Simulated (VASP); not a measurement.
A run of VASP 6.6.1 is set up as follows.

Contents of INCAR:

```
PREC = Accurate ; ENCUT = 520
EDIFF = 1E-7 ; ISMEAR = 0
SIGMA = 0.15 ; LREAL = False
LASPH = True ; NELM = 100
ALGO = Normal ; ISIF = 2
LWAVE = False ; LCHARG = False
GGA = PS ; NBANDS = 16
```

The input KPOINTS:

```
Automatic mesh
0
Gamma
  14 14 14
```

The input POSCAR:

```
CdSe
1.0
    0.0000000000      3.0895048500      2.8739580000
    2.6584111500      0.0000000000      2.8739580000
    2.6584111500      3.0895048500      0.0000000000
Cd Se
1 1
Direct
    0.0000000000      0.0000000000      0.0000000000
    0.5000000000      0.5000000000      0.5000000000
```

Potentials or basis: VASP PAW PBE potentials, release 64 (Cd, Se).

Command:

```console
$ cat potpaw_PBE.64/Cd/POTCAR potpaw_PBE.64/Se/POTCAR > POTCAR
$ mpirun -np 1 vasp_std > vasp.out
```

Q: Estimate the band gap on the k mesh.

A: Zero (bands 9 and 10 overlap by 0.93 eV).

Q: Predict the pressure.

A: -1.1 GPa.

Stress tensor (GPa, compression positive):
```
 4.55  0.00  0.00
 0.00 -5.36  0.00
 0.00  0.00 -2.57
```

Caveat: the cell differs from its parent crystal (strain -0.0750 x Voigt [1, -1, 0, 0, 0, 0]); the PAW data sets were made with another functional, which shifts forces and pressure a little.
